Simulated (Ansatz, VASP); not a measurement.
## One calculation of PbSe, two programs

```
Pb Se
1.0
     0.00000    3.11782    3.32422
     3.11782    0.00000    3.32422
     3.11782    3.11782    0.00000
Pb Se
1 1
Direct
  0.00000 0.00000 0.00000
  0.50000 0.50000 0.50000
```

Alike in both runs: task single point; functional PBE; dispersion D3(BJ); k mesh 10 × 10 × 10; occupations gaussian, width 0.03 eV; no spin polarisation.

```csv
,VASP,Ansatz
version,VASP 6.6.1,Ansatz 0.2.0
potentials or method,"VASP PAW PBE potentials, release 64 (Pb_d, Se), cutoff 520 eV","scalar-relativistic, plane waves, PAW"
valence electrons in the cell,20,30
```

VASP gave:

- gap on the k mesh at the Fermi level (eV): 0.55
- least direct gap on the mesh (eV): 0.55
- pressure (GPa): -1.9
- traceless stress, the component that is largest in VASP (GPa): -2.82

Task: What did Ansatz give for the same quantities?

Result: gap on the k mesh at the Fermi level (eV): 0.54; least direct gap on the mesh (eV): 0.54; pressure (GPa): -1.9; traceless stress, the component that is largest in VASP (GPa): -2.81.

VASP's potentials hold 20 valence electrons a cell and Ansatz's 30, so a difference there can come from the potentials and not from the codes. Ansatz's warnings: dispersion switch in reach.

Neither program's run includes spin-orbit coupling.
